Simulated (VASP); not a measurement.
# LuPbBr5 (P1) in VASP: single point with PBEsol

Aim: the single point of LuPbBr5 with PBEsol.

Everything below comes from runs of VASP 6.6.1. Logs are shortened: lines on timing, memory, paths and dates and some standing lists are left out, and cuts for length are marked.

## 1. The cell of the first run

The typed cell holds 7 atoms: a = 5.380 Å, b = 4.292 Å, c = 9.456 Å, α = 90.00°, β = 86.71°, γ = 90.00°.

## 2. Single point, PBEsol

The input, INCAR:

```
PREC = Accurate
ENCUT = 520
EDIFF = 1E-6
ISMEAR = -1
SIGMA = 0.05
LREAL = False
LASPH = True
NELM = 80
ALGO = Normal
ISIF = 2
LWAVE = False
LCHARG = False
GGA = PS
NBANDS = 46
```

The input, KPOINTS:

```
regular mesh
0
Gamma
  4 4 2
```

The input, POSCAR:

```
LuPbBr5
1.0
    5.3773134058     -0.0078522933      0.1564305946
    0.0057095232      4.2920559479      0.0093844678
    0.2682527346     -0.0207787828      9.4522741878
Lu Pb Br
1 1 5
Direct
    0.1913329773      0.0310218358      0.4942663871
    0.1977394250      0.5312825744     -0.0648977837
   -0.1426177800      0.0309140062      0.0179234942
    0.4423620575      0.0310668834      0.7434291062
   -0.0342432979      0.5310260209      0.6581221308
    0.6923560770      0.0309821363      0.4040476384
    0.2096652431      0.5309853862      0.3032125543
```

Potentials or basis: VASP PAW PBE potentials, release 64 (Lu, Pb_d, Br).

On the command line:

```
$ cat potpaw_PBE.64/Lu/POTCAR potpaw_PBE.64/Pb_d/POTCAR potpaw_PBE.64/Br/POTCAR > POTCAR
$ mpirun -np 1 vasp_std > vasp.out
```

OUTCAR:

```text
PREC = Accurate
   ENCUT = 520
   EDIFF = 1E-6
   ISMEAR = -1
   LREAL = False
   LASPH = True
   NELM = 80
   ISIF = 2
   GGA = PS

 ion  position               nearest neighbor table
   1  0.191  0.031  0.494-   6 2.78   4 2.78   7 2.80   7 2.80   6 2.86   5 2.87   5 2.87
   2  0.198  0.531  0.935-   3 2.90   3 2.90   5 2.97   4 3.06   4 3.06
   3  0.857  0.031  0.018-   2 2.90   2 2.90
   4  0.442  0.031  0.743-   1 2.78   2 3.06   2 3.06
   5  0.966  0.531  0.658-   1 2.87   1 2.87   2 2.97
   6  0.692  0.031  0.404-   1 2.78   1 2.86
   7  0.210  0.531  0.303-   1 2.80   1 2.80

  LATTYP: Found a simple monoclinic cell.
 ALAT       =    11.1445253097
 B/A-ratio  =     0.3851281132
 C/A-ratio  =     1.7907779264
 COS(beta)  =    -0.9735817582

  Lattice vectors:

 A1 = (   5.6455661404,  -0.0286310761,   9.6087047824)
 A2 = (  -0.0057095232,  -4.2920559479,  -0.0093844678)
 A3 = (  -5.9138188750,   0.0494098589, -19.0609789702)

Analysis of symmetry for initial positions (statically):
=====================================================================
 Subroutine PRICEL returns:
 Original cell was already a primitive cell.

 Routine SETGRP: Setting up the symmetry group for a
 simple monoclinic supercell.

 Subroutine GETGRP returns: Found  1 space group operations
 (whereof  1 operations were pure point group operations)
 out of a pool of  4 trial point group operations.

The static configuration has the point symmetry C_1 .

Analysis of symmetry for dynamics (positions and initial velocities):
=====================================================================
 Subroutine PRICEL returns:
 Original cell was already a primitive cell.

 Routine SETGRP: Setting up the symmetry group for a
 simple monoclinic supercell.

 Subroutine GETGRP returns: Found  1 space group operations
 (whereof  1 operations were pure point group operations)
 out of a pool of  4 trial point group operations.

The dynamic configuration has the point symmetry C_1 .

 Subroutine INISYM returns: Found  1 space group operations
 (whereof  1 operations are pure point group operations),
 and found     1 'primitive' translations

----------------------------------------------------------------------------------------
[... 97 lines left out ...]
   NELM   =     80;   NELMIN=  2; NELMDL= -5     # of ELM steps
   EDIFF  = 0.1E-05   stopping-criterion for ELM
   LREAL  =      F    real-space projection
   EDIFFG = 0.1E-04   stopping-criterion for IOM
   NSW    =      0    number of steps for IOM
   IBRION =     -1    ionic relax: 0-MD 1-quasi-New 2-CG
   NFREE  =      0    steps in history (QN), initial steepest desc. (CG)
   ISIF   =      2    stress and relaxation
   ISYM   =      2    0-nonsym 1-usesym 2-fastsym
   POTIM  = 0.5000    time-step for ionic-motion
   TEBEG  =    0.0;   TEEND  =   0.0 temperature during run
   PSTRESS=    0.0 pullay stress
   NELECT =      74.0000    total number of electrons
   NUPDOWN=      -1.0000    fix difference up-down
   EMIN   =  10.00;   EMAX   =-10.00  energy-range for DOS
   EFERMI =   0.00;   METHOD = LEGACY
   ISMEAR =    -1;   SIGMA  =   0.05  broadening in eV -4-tet -1-fermi 0-gaus
   EFERMI_NEDOS =   21; number of points for ismear=-14 and -15
   IALGO  =     38    algorithm
   IMIX   =      4    mixing-type and parameters
     AMIX     =   0.40;   BMIX     =  1.00
     AMIX_MAG =   1.60;   BMIX_MAG =  1.00
  volume/ion in A,a.u.               =      31.14       210.14
  Fermi-wavevector in a.u.,A,eV,Ry     =   1.142041  2.158144 17.745501  1.304258
  Thomas-Fermi vector in A             =   2.278740
   LORBIT       =      0    0 simple, 1 ext, 2 COOP (PROOUT), +10 PAW based schemes
   GGA     = PS    functional components
   LHFCALC =     F    Hartree Fock is set to
   AEXX    =    0.0000 exact exchange contribution
   IVDW    =     0    specifies the selected vdW correction
   LEPSILON=     F    determine dielectric tensor
   LRPA    =     F    only Hartree local field effects (RPA)
 non-spin polarized calculation
  energy-cutoff  :      520.00
  volume of cell :      217.98
 maximum number of plane-waves:      5888
   NGX = 21   NGY = 15   NGZ = 35

 number of electron      74.0000015 magnetization

 Free energy of the ion-electron system (eV)
  ---------------------------------------------------
  ext. energy  EPLUGINS =         0.00000000
  ---------------------------------------------------
  free energy    TOTEN  =       -27.35970285 eV

  energy without entropy =      -27.35970285  energy(sigma->0) =      -27.35970285

 E-fermi :   2.3567     XC(G=0):  -8.8168

 val. band max:        1.0935271716   @ k =   0.5000   0.5000   0.5000
 cond. band min:       3.5428446855   @ k =   0.5000   0.0000   0.5000
 fundamental gap:      2.4493175139
 Fermi energy:         2.3567377833

 k-point     1 :       0.0000    0.0000    0.0000
  band No.  band energies     occupation
      1     -54.5728      2.00000
      2     -25.2555      2.00000
      3     -25.2555      2.00000
      4     -25.1952      2.00000
      5     -15.1022      2.00000
      6     -15.0272      2.00000
[... 969 lines left out ...]
     45       6.9062      0.00000
     46       7.8342      0.00000

------------------------ aborting loop because EDIFF is reached ----------------------------------------

  FORCE on cell =-STRESS in cart. coord.  units (eV):
  Direction    XX          YY          ZZ          XY          YZ          ZX
  --------------------------------------------------------------------------------------
  -------------------------------------------------------------------------------------
  Total        0.1196926      0.1248232      0.1147926     -0.0030640     -0.0003165      0.0104586
  in kB        0.8797653      0.9174763      0.8437489     -0.0225213     -0.0023263      0.0768728
  external PRESSURE =       0.8803302 kB  Pullay stress =       0.0000000 kB

 VOLUME and BASIS-vectors are now :
 -----------------------------------------------------------------------------
  energy-cutoff  :      520.00
  volume of cell :      217.98
      direct lattice vectors                 reciprocal lattice vectors
     5.377313406 -0.007852293  0.156430595     0.186119800 -0.000236036 -0.005282544
     0.005709523  4.292055948  0.009384468     0.000325592  0.232987042  0.000502931
     0.268252735 -0.020778783  9.452274188    -0.003080516 -0.000227409  0.105881570

 POSITION                                       TOTAL-FORCE (eV/Angst)
 -----------------------------------------------------------------------------------
      1.16162      0.12137      4.70216        -0.003282     -0.000344     -0.000952
      1.31718      2.25931      8.87476         0.007878     -0.002086      0.004165
      4.61540      0.12558      0.30383        -0.006544      0.001847      0.002984
      2.57832      0.11442      7.09659         0.011267      0.000057      0.016947
      5.37275      2.25794      6.37681        -0.013045     -0.000236      0.009632
      3.83158      0.11914      3.92777         0.002687      0.000104     -0.008263
      1.21180      2.27107      2.90383         0.001040      0.000658     -0.024513
 -----------------------------------------------------------------------------------
    total drift:                               -0.000606      0.000004     -0.001427

  FREE ENERGIE OF THE ION-ELECTRON SYSTEM (eV)
  ---------------------------------------------------
  free  energy   TOTEN  =       -27.3597028495 eV

  energy  without entropy=      -27.3597028495  energy(sigma->0) =      -27.35970285
```

It took 1.9 min on 1 thread of Intel Xeon 6975P-C (Granite Rapids), shared host; peak memory 0.4 GiB.

What came out:

```
Free energy            : -27.3597 eV
Pressure               : 0.1 GPa
Largest force          : 0.025 eV/Å
Band gap on the k mesh : 2.45 eV (least direct gap 2.66 eV)
```

Forces in eV/Å, atoms in the order of the input:
```
Lu  -0.003  0.000 -0.001
Pb   0.008 -0.002  0.004
Br  -0.007  0.002  0.003
Br   0.011  0.000  0.017
Br  -0.013  0.000  0.010
Br   0.003  0.000 -0.008
Br   0.001  0.001 -0.025
```

Caveat: the PAW data sets were made with another functional, which shifts forces and pressure a little; spin-orbit coupling is left out, which moves the levels of the heavy elements. A k mesh can miss the band edges.
